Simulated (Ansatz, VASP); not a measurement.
## One calculation of GeN, two programs

```
Ge N
1.0
    -1.54757    3.82891    2.57040
     1.54757   -3.82891    2.57040
     1.54757    3.82891   -2.57040
Ge N
2 2
Direct
  0.27078 0.60614 0.66465
  0.94149 0.60614 0.33535
  0.01115 0.26258 0.74857
  0.51401 0.26258 0.25143
```

Alike in both runs: functional PBE; k mesh 10 × 10 × 10; occupations gaussian, width 0.02 eV; no spin polarisation.

Ansatz relaxed the structure, and its values are those at the end. VASP's run is a single point on that final structure, the one shown.

```csv
,VASP,Ansatz
version,VASP 6.6.1,Ansatz 0.2.0
potentials or method,"VASP PAW PBE potentials, release 64 (Ge_d, N), cutoff 520 eV","scalar-relativistic, plane waves, PAW"
valence electrons in the cell,38,38
```

VASP gave:

| Item | Value |
| --- | --- |
| gap on the k mesh at the Fermi level (eV) | 0.67 |
| least direct gap on the mesh (eV) | 0.67 |
| pressure (GPa) | -0.3 |
| rms of the force components (eV/Å) | 0.013 |

Q: What did Ansatz give for the same quantities?

A: gap on the k mesh at the Fermi level (eV): 0.66; least direct gap on the mesh (eV): 0.66; pressure (GPa): 0.0; rms of the force components (eV/Å): 0.001.

The functional is the same, so the differences come from potentials, cutoffs and numerics.
